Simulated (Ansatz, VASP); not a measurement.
## LuH2 in VASP and in Ansatz

```
Lu H
1.0
     0.00000    2.47896    2.47896
     2.47896    0.00000    2.47896
     2.47896    2.47896    0.00000
Lu H
1 2
Direct
  0.00000 0.00000 0.00000
  0.25000 0.25000 0.25000
  0.75000 0.75000 0.75000
```

Alike in both runs: functional PBEsol; k mesh 7 × 7 × 7; occupations fermi-dirac, width 0.1 eV; no spin polarisation.

Ansatz relaxed the structure, and its values are those at the end. VASP's run is a single point on that final structure, the one shown.

|  | VASP | Ansatz |
| --- | --- | --- |
| version | VASP 6.6.1 | Ansatz 0.2.0 |
| potentials or method | VASP PAW PBE potentials, release 64 (Lu, H) | plane waves, PAW |
| plane-wave cutoff (eV) | 520 | 420 |
| valence electrons in the cell | 27 | 27 |

Ansatz gave:

| Quantity | Value |
| --- | --- |
| pressure (GPa) | 0.0 |

**Question.** Which values does VASP return?

**Answer.** Pressure (GPa): 0.2.

VASP's potentials were made for PBE, not for PBEsol.

Neither program's run includes spin-orbit coupling.
